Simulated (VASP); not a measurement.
# GaN (Fm-3m) in VASP: further runs

The runs below take GaN through single point, with PBE, r2SCAN.

All numbers are computed with VASP 6.6.1; they aren't measurements. Logs are shortened: lines on timing, memory, paths and dates and some standing lists are left out, and cuts for length are marked.

### Step 1. The cell of the first run

The structure is cubic, space group Fm-3m (No. 225). Conventional cell: a = 4.217 Å, b = 4.217 Å, c = 4.217 Å, α = 90.00°, β = 90.00°, γ = 90.00°. Within 2.8 Å of Ga (site symmetry m-3m) lie 6 N at 2.11 Å. Within 2.8 Å of N (site symmetry m-3m) lie 6 Ga at 2.11 Å.

### Step 2. Single point, PBE

Input file INCAR:

```
PREC = Accurate
ENCUT = 520
EDIFF = 1E-6
ISMEAR = 0
SIGMA = 0.01
LREAL = False
LASPH = True
NELM = 60
ALGO = Normal
ISIF = 2
LWAVE = False
LCHARG = False
GGA = PE
NBANDS = 16
```

Input file KPOINTS:

```
regular mesh
0
Gamma
  6 6 6
```

Input file POSCAR:

```
GaN
1.0
    0.0000000000      2.1085153685      2.1085153685
    2.1085153685      0.0000000000      2.1085153685
    2.1085153685      2.1085153685      0.0000000000
Ga N
1 1
Direct
    0.5000000000      0.5000000000      0.5000000000
    0.0000000000      0.0000000000      0.0000000000
```

Potentials or basis: VASP PAW PBE potentials, release 64 (Ga_d, N).

On the command line:

```sh
$ cat potpaw_PBE.64/Ga_d/POTCAR potpaw_PBE.64/N/POTCAR > POTCAR
$ mpirun -np 1 vasp_std > vasp.out
```

OUTCAR:

```text
PREC = Accurate
   ENCUT = 520
   EDIFF = 1E-6
   ISMEAR = 0
   LREAL = False
   LASPH = True
   NELM = 60
   ISIF = 2
   GGA = PE

 ion  position               nearest neighbor table
   1  0.500  0.500  0.500-   2 2.11   2 2.11   2 2.11   2 2.11   2 2.11   2 2.11
   2  0.000  0.000  0.000-   1 2.11   1 2.11   1 2.11   1 2.11   1 2.11   1 2.11

  LATTYP: Found a face centered cubic cell.
 ALAT       =     4.2170307370

  Lattice vectors:

 A1 = (   0.0000000000,   2.1085153685,   2.1085153685)
 A2 = (   2.1085153685,   0.0000000000,   2.1085153685)
 A3 = (   2.1085153685,   2.1085153685,   0.0000000000)

Analysis of symmetry for initial positions (statically):
=====================================================================
 Subroutine PRICEL returns:
 Original cell was already a primitive cell.

 Routine SETGRP: Setting up the symmetry group for a
 face centered cubic supercell.

 Subroutine GETGRP returns: Found 48 space group operations
 (whereof 48 operations were pure point group operations)
 out of a pool of 48 trial point group operations.

The static configuration has the point symmetry O_h .

Analysis of symmetry for dynamics (positions and initial velocities):
=====================================================================
 Subroutine PRICEL returns:
 Original cell was already a primitive cell.

 Routine SETGRP: Setting up the symmetry group for a
 face centered cubic supercell.

 Subroutine GETGRP returns: Found 48 space group operations
 (whereof 48 operations were pure point group operations)
 out of a pool of 48 trial point group operations.

The dynamic configuration has the point symmetry O_h .

 Subroutine INISYM returns: Found 48 space group operations
 (whereof 48 operations are pure point group operations),
 and found     1 'primitive' translations

----------------------------------------------------------------------------------------

                                     Primitive cell

  volume of cell :      18.7482

  direct lattice vectors                    reciprocal lattice vectors
     0.000000000  2.108515368  2.108515368    -0.237133676  0.237133676  0.237133676
     2.108515368  0.000000000  2.108515368     0.237133676 -0.237133676  0.237133676
     2.108515368  2.108515368  0.000000000     0.237133676  0.237133676 -0.237133676

  length of vectors
     2.981891031  2.981891031  2.981891031     0.410727575  0.410727575  0.410727575

  position of ions in fractional coordinates (direct lattice)
     0.500000000  0.500000000  0.500000000
     0.000000000  0.000000000  0.000000000

  ion indices of the primitive-cell ions
   primitive index   ion index
                 1           1
                 2           2

----------------------------------------------------------------------------------------

 KPOINTS: regular mesh

Automatic generation of k-mesh.
 Grid dimensions read from file:
 generate k-points for:    6    6    6

 Generating k-lattice:

  Cartesian coordinates                     Fractional coordinates (reciprocal lattice)
    -0.039522279  0.039522279  0.039522279     0.166666667  0.000000000  0.000000000
     0.039522279 -0.039522279  0.039522279     0.000000000  0.166666667  0.000000000
     0.039522279  0.039522279 -0.039522279     0.000000000  0.000000000  0.166666667

  Length of vectors
     0.068454596  0.068454596  0.068454596

  Shift w.r.t. Gamma in fractional coordinates (k-lattice)
     0.000000000  0.000000000  0.000000000

 Subroutine IBZKPT returns following result:
 ===========================================

 Found     16 irreducible k-points:

 Following reciprocal coordinates:
            Coordinates               Weight
  0.000000  0.000000  0.000000      1.000000
  0.166667  0.000000  0.000000      8.000000
  0.333333  0.000000  0.000000      8.000000
  0.500000  0.000000  0.000000      4.000000
  0.166667  0.166667  0.000000      6.000000
  0.333333  0.166667  0.000000     24.000000
[... 8 lines left out ...]
 -0.333333  0.333333  0.166667     24.000000
 -0.333333  0.500000  0.166667     12.000000
   k-points           NKPTS =     16   k-points in BZ     NKDIM =     16   number of bands    NBANDS=     16
   number of dos      NEDOS =    301   number of ions     NIONS =      2
   total plane-waves  NPLWV =  13824
   dimension x,y,z NGX =    24 NGY =   24 NGZ =   24
   dimension x,y,z NGXF=    48 NGYF=   48 NGZF=   48
   ions per type =               1   1
   NGX,Y,Z   is equivalent  to a cutoff of  13.38, 13.38, 13.38 a.u.
   NGXF,Y,Z  is equivalent  to a cutoff of  26.76, 26.76, 26.76 a.u.
 SYSTEM =  unknown system
   PREC   = accura    normal or accurate (medium, high low for compatibility)
   ISTART =      0    job   : 0-new  1-cont  2-samecut
   ICHARG =      2    charge: 1-file 2-atom 10-const
   ISPIN  =      1    spin polarized calculation?
   LNONCOLLINEAR =      F non collinear calculations
   LSORBIT =      F    spin-orbit coupling
   LASPH  =      T    aspherical Exc in radial PAW
   ENCUT  =  520.0 eV  38.22 Ry    6.18 a.u.   5.54  5.54  5.54*2*pi/ulx,y,z
   NELM   =     60;   NELMIN=  2; NELMDL= -5     # of ELM steps
   EDIFF  = 0.1E-05   stopping-criterion for ELM
   LREAL  =      F    real-space projection
   EDIFFG = 0.1E-04   stopping-criterion for IOM
   NSW    =      0    number of steps for IOM
   IBRION =     -1    ionic relax: 0-MD 1-quasi-New 2-CG
   NFREE  =      0    steps in history (QN), initial steepest desc. (CG)
   ISIF   =      2    stress and relaxation
   ISYM   =      2    0-nonsym 1-usesym 2-fastsym
   POTIM  = 0.5000    time-step for ionic-motion
   TEBEG  =    0.0;   TEEND  =   0.0 temperature during run
   PSTRESS=    0.0 pullay stress
   NELECT =      18.0000    total number of electrons
   NUPDOWN=      -1.0000    fix difference up-down
   EMIN   =  10.00;   EMAX   =-10.00  energy-range for DOS
   EFERMI =   0.00;   METHOD = LEGACY
   ISMEAR =     0;   SIGMA  =   0.01  broadening in eV -4-tet -1-fermi 0-gaus
   EFERMI_NEDOS =   21; number of points for ismear=-14 and -15
   IALGO  =     38    algorithm
   IMIX   =      4    mixing-type and parameters
     AMIX     =   0.40;   BMIX     =  1.00
     AMIX_MAG =   1.60;   BMIX_MAG =  1.00
  volume/ion in A,a.u.               =       9.37        63.26
  Fermi-wavevector in a.u.,A,eV,Ry     =   1.615024  3.051952 35.488097  2.608302
  Thomas-Fermi vector in A             =   2.709838
   LORBIT       =      0    0 simple, 1 ext, 2 COOP (PROOUT), +10 PAW based schemes
   GGA     = PE    functional components
   LHFCALC =     F    Hartree Fock is set to
   AEXX    =    0.0000 exact exchange contribution
   IVDW    =     0    specifies the selected vdW correction
   LEPSILON=     F    determine dielectric tensor
   LRPA    =     F    only Hartree local field effects (RPA)
 non-spin polarized calculation
 Gauss-broadening in eV      SIGMA  =   0.01
  energy-cutoff  :      520.00
  volume of cell :       18.75
 maximum number of plane-waves:       531
 NGX is ok and might be reduce to    24
   NGX = 11   NGY = 11   NGZ = 11

 number of electron      18.0000008 magnetization

 Free energy of the ion-electron system (eV)
  ---------------------------------------------------
  ext. energy  EPLUGINS =         0.00000000
  ---------------------------------------------------
  free energy    TOTEN  =       -11.17247755 eV

  energy without entropy =      -11.17247755  energy(sigma->0) =      -11.17247755

 E-fermi :   8.0860     XC(G=0): -13.1173

 val. band max:        8.0032190460   @ k =  -0.1667   0.1667   0.0000
 cond. band min:       8.6184340045   @ k =   0.5000   0.5000   0.0000
 fundamental gap:      0.6152149585
 Fermi energy:         8.0859581949

 k-point     1 :       0.0000    0.0000    0.0000
  band No.  band energies     occupation
      1      -9.3803      2.00000
      2      -6.0091      2.00000
      3      -6.0091      2.00000
      4      -6.0091      2.00000
      5      -5.9128      2.00000
      6      -5.9128      2.00000
[... 8 lines left out ...]
     15      23.9028      0.00000
     16      23.9028      0.00000

 k-point     2 :       0.1667    0.0000    0.0000
  band No.  band energies     occupation
      1      -8.8433      2.00000
      2      -6.0299      2.00000
      3      -6.0074      2.00000
      4      -6.0074      2.00000
      5      -5.9225      2.00000
      6      -5.9225      2.00000
[... 8 lines left out ...]
     15      24.6243      0.00000
     16      24.6243      0.00000

 k-point     3 :       0.3333    0.0000    0.0000
  band No.  band energies     occupation
      1      -7.4277      2.00000
      2      -6.1127      2.00000
      3      -6.1127      2.00000
      4      -6.0746      2.00000
      5      -5.8300      2.00000
      6      -5.8300      2.00000
[... 8 lines left out ...]
     15      27.6368      0.00000
     16      27.6368      0.00000

 k-point     4 :       0.5000    0.0000    0.0000
  band No.  band energies     occupation
      1      -6.2252      2.00000
      2      -6.2111      2.00000
      3      -6.1704      2.00000
      4      -6.1704      2.00000
      5      -5.7772      2.00000
      6      -5.7772      2.00000
[... 8 lines left out ...]
     15      31.2168      0.00000
     16      31.2168      0.00000
[... 172 lines left out ...]
 k-point    14 :       0.5000    0.3333    0.1667
  band No.  band energies     occupation
      1      -7.4279      2.00000
      2      -6.0834      2.00000
      3      -6.0229      2.00000
      4      -5.9018      2.00000
      5      -5.8073      2.00000
      6      -4.8036      2.00000
[... 8 lines left out ...]
     15      30.0718      0.00000
     16      32.4248      0.00000

 k-point    15 :      -0.3333    0.3333    0.1667
  band No.  band energies     occupation
      1      -7.3131      2.00000
      2      -6.0806      2.00000
      3      -5.9897      2.00000
      4      -5.9814      2.00000
      5      -5.7580      2.00000
      6      -3.8845      2.00000
[... 8 lines left out ...]
     15      26.8088      0.00000
     16      34.1070      0.00000

 k-point    16 :      -0.3333    0.5000    0.1667
  band No.  band energies     occupation
      1      -7.5499      2.00000
      2      -6.1089      2.00000
      3      -5.9318      2.00000
      4      -5.8777      2.00000
      5      -5.7219      2.00000
      6      -3.1597      2.00000
[... 8 lines left out ...]
     15      29.8657      0.00000
     16      35.8385      0.00000

------------------------ aborting loop because EDIFF is reached ----------------------------------------

  FORCE on cell =-STRESS in cart. coord.  units (eV):
  Direction    XX          YY          ZZ          XY          YZ          ZX
  --------------------------------------------------------------------------------------
  -------------------------------------------------------------------------------------
  Total        1.0444631      1.0444631      1.0444631      0.0000000      0.0000000     -0.0000000
  in kB       89.2572251     89.2572251     89.2572251      0.0000000      0.0000000     -0.0000000
  external PRESSURE =      89.2572251 kB  Pullay stress =       0.0000000 kB

 VOLUME and BASIS-vectors are now :
 -----------------------------------------------------------------------------
  energy-cutoff  :      520.00
  volume of cell :       18.75
      direct lattice vectors                 reciprocal lattice vectors
     0.000000000  2.108515368  2.108515368    -0.237133676  0.237133676  0.237133676
     2.108515368  0.000000000  2.108515368     0.237133676 -0.237133676  0.237133676
     2.108515368  2.108515368  0.000000000     0.237133676  0.237133676 -0.237133676

 POSITION                                       TOTAL-FORCE (eV/Angst)
 -----------------------------------------------------------------------------------
      2.10852      2.10852      2.10852        -0.000000      0.000000      0.000000
      0.00000      0.00000      0.00000         0.000000     -0.000000     -0.000000
 -----------------------------------------------------------------------------------
    total drift:                                0.000000     -0.000000      0.000000

  FREE ENERGIE OF THE ION-ELECTRON SYSTEM (eV)
  ---------------------------------------------------
  free  energy   TOTEN  =       -11.1724775462 eV

  energy  without entropy=      -11.1724775462  energy(sigma->0) =      -11.17247755
```

It took 5.3 s on 1 thread of AMD EPYC 7R13 (Zen 3), shared host; peak memory 0.1 GiB.

Results:

```
Free energy            : -11.1725 eV
Pressure               : 8.9 GPa
Band gap on the k mesh : 0.62 eV (least direct gap 2.83 eV)
```

Caveat: the k points lie up to 0.43 Å⁻¹ apart; semilocal functionals underestimate gaps, and a narrow one can read as zero. A k mesh can miss the band edges.

### Step 3. Single point, PBE

Input file INCAR:

```
SYSTEM = GaN
  PREC = Accurate
  ENCUT = 520
  EDIFF = 1E-7
  ISMEAR = 0
  SIGMA = 0.01
  LREAL = .False.
  LASPH = .True.
  NELM = 80
  ALGO = Normal
  ISIF = 2
  LWAVE = .False.
  LCHARG = .False.
  GGA = PE
  NBANDS = 16
```

Input file KPOINTS:

```
Automatic mesh
0
Gamma
  6 6 6
  0 0 0
```

POSCAR is that of step 2.

Potentials or basis: VASP PAW PBE potentials, release 64 (Ga_d, N).

On the command line:

```sh
$ cat potpaw_PBE.64/Ga_d/POTCAR potpaw_PBE.64/N/POTCAR > POTCAR
$ mpirun -np 1 vasp_std > vasp.out
```

Run time: 5.7 s. Hardware: 1 thread of AMD EPYC 7R13 (Zen 3), shared host; peak memory 0.1 GiB.

Results (log left out):

```
Free energy            : -11.1725 eV
Pressure               : 8.9 GPa
Band gap on the k mesh : 0.62 eV (least direct gap 2.83 eV)
```

Levels at points of the mesh, in eV from the valence-band top:
```csv
k point,band 7,band 8,band 9,band 10,band 11,band 12
"(0.00, 0.00, 0.00)",-0.53,-0.53,-0.53,2.30,14.74,14.74
"(0.50, 0.00, 0.00)",-8.30,-0.18,-0.18,4.71,9.12,9.12
"(0.50, 0.50, 0.00)",-7.19,-3.08,-3.08,0.62,7.82,11.98
```

Caveat: the k points lie up to 0.43 Å⁻¹ apart; semilocal functionals underestimate gaps, and a narrow one can read as zero. Expect the measured gap to be larger: semilocal functionals such as PBE lack the derivative discontinuity.

(Continued in part 2 of 2.)
